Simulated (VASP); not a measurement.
Input of a VASP 6.6.1 run:

Contents of INCAR:

```
SYSTEM = Sc2SbP3
ALGO     = Normal         ! electronic algorithm
EDIFF    = 1E-6           ! SCF threshold, eV
ENCUT    = 520            ! plane-wave cutoff, eV
GGA      = PE             ! functional
ISIF     = 2              ! what is computed and relaxed
ISMEAR   = 0              ! smearing method
LASPH    = .TRUE.         ! aspherical terms in the spheres
LCHARG   = .FALSE.        ! write CHGCAR
LREAL    = .FALSE.        ! projectors in reciprocal space
LWAVE    = .FALSE.        ! write WAVECAR
NBANDS   = 30             ! bands
NELM     = 80             ! most SCF steps
PREC     = Accurate       ! precision mode
SIGMA    = 0.1            ! smearing width, eV
```

The input KPOINTS:

```
k-points
0
G
  6 6 2
  0 0 0
```

The input POSCAR:

```
Sc2SbP3
1.0
    4.3557582100      0.0000000000      0.0000000000
   -2.1778791100      3.7721972600      0.0000000000
    0.0000000000      0.0000000000      8.5560613300
Sc Sb P
2 1 3
Direct
    0.3333333300      0.6666666700      0.2478150000
    0.3333333300      0.6666666700      0.7521850000
    0.6666666700      0.3333333300      0.0000000000
    0.6666666700      0.3333333300      0.5000000000
    0.0000000000      0.0000000000      0.0000000000
    0.0000000000      0.0000000000      0.5000000000
```

Potentials or basis: VASP PAW PBE potentials, release 64 (Sc_sv, Sb, P).

Command:

```sh
$ cat potpaw_PBE.64/Sc_sv/POTCAR potpaw_PBE.64/Sb/POTCAR potpaw_PBE.64/P/POTCAR > POTCAR
$ mpirun -np 1 vasp_std > vasp.out
```

Question: Estimate the pressure.

Answer: -6.4 GPa.

Question: Predict the largest force.

Answer: 0.589 eV/Å.

Question: Predict the band gap on the k mesh.

Answer: Zero (bands 21 and 22 overlap by 1.54 eV).

Forces on the atoms (eV/Å):
```
Sc   0.000  0.000  0.589
Sc   0.000  0.000 -0.589
Sb   0.000  0.000  0.000
P    0.000  0.000  0.000
P    0.000  0.000  0.000
P    0.000  0.000  0.000
```

Caveat: the k points lie up to 0.37 Å⁻¹ apart, too coarse for converged energies and pressures of a metal; spin-orbit coupling is left out, which moves the levels of the heavy elements.
